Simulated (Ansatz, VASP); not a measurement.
K: VASP beside Ansatz

Contents of INCAR:

```
SYSTEM = K
PREC = Accurate ; ENCUT = 520
EDIFF = 1E-7 ; ISMEAR = -1
SIGMA = 0.08 ; LREAL = .False.
LASPH = .True. ; NELM = 100
ALGO = Normal ; ISIF = 2
LWAVE = .False. ; LCHARG = .True.
GGA = PE ; LELF = .True.
LVHAR = .True. ; NBANDS = 10
```

KPOINTS

```
Automatic mesh
0
Gamma
  10 10 10
  0 0 0
```

Contents of POSCAR:

```
K
1.0
    3.7269251853      0.0000000000      0.0000000000
    0.0000000000      3.7269251853      0.0000000000
    0.0000000000      0.0000000000      3.7269251853
K
1
Direct
    0.0000000000      0.0000000000      0.0000000000
```

Input for Ansatz:

```yaml
crystal:
  lattice:
    - [3.7269251853, 0.0, 0.0]
    - [0.0, 3.7269251853, 0.0]
    - [0.0, 0.0, 3.7269251853]
  atoms:
    - { symbol: K, position: [0.0, 0.0, 0.0] }
kpoints:
  mp_grid: { grid: [10, 10, 10] }
  band_path:
    path:
      - [0.0, 0.0, 0.0]
      - [0.0, 0.5, 0.0]
      - [0.5, 0.5, 0.0]
      - [0.0, 0.0, 0.0]
      - [0.5, 0.5, 0.5]
      - [0.0, 0.5, 0.0]
      - [0.5, 0.5, 0.5]
      - [0.5, 0.5, 0.0]
    npoints: 8
scf:
  occupations: { method: fermi_dirac, width: 0.08 }
hamiltonian:
  xc: pbe
  pseudopotentials: { kind: paw }
output:
  forces: true
  stress: true
  eigenvalues: true
  populations: true
  dos: { projected: true, de: 0.2, e_range: [-14, 8] }
```

Change from the starting cell: volume scaled by 0.65, PAW files.

Alike in both runs: task single point; functional PBE; k mesh 10 × 10 × 10; occupations fermi-dirac, width 0.08 eV; no spin polarisation.

|  | VASP | Ansatz |
| --- | --- | --- |
| version | VASP 6.6.1 | Ansatz 0.2.0 |
| potentials or method | VASP PAW PBE potentials, release 64 (K_sv) | PAW with Ansatz's default frozen-core files, scalar-relativistic |
| plane-wave cutoff (eV) | 520 | 420 |
| valence electrons in the cell | 9 | 9 |

```tsv
	VASP	Ansatz	Ansatz less VASP
pressure (GPa)	2.6	2.6	+0.01
```
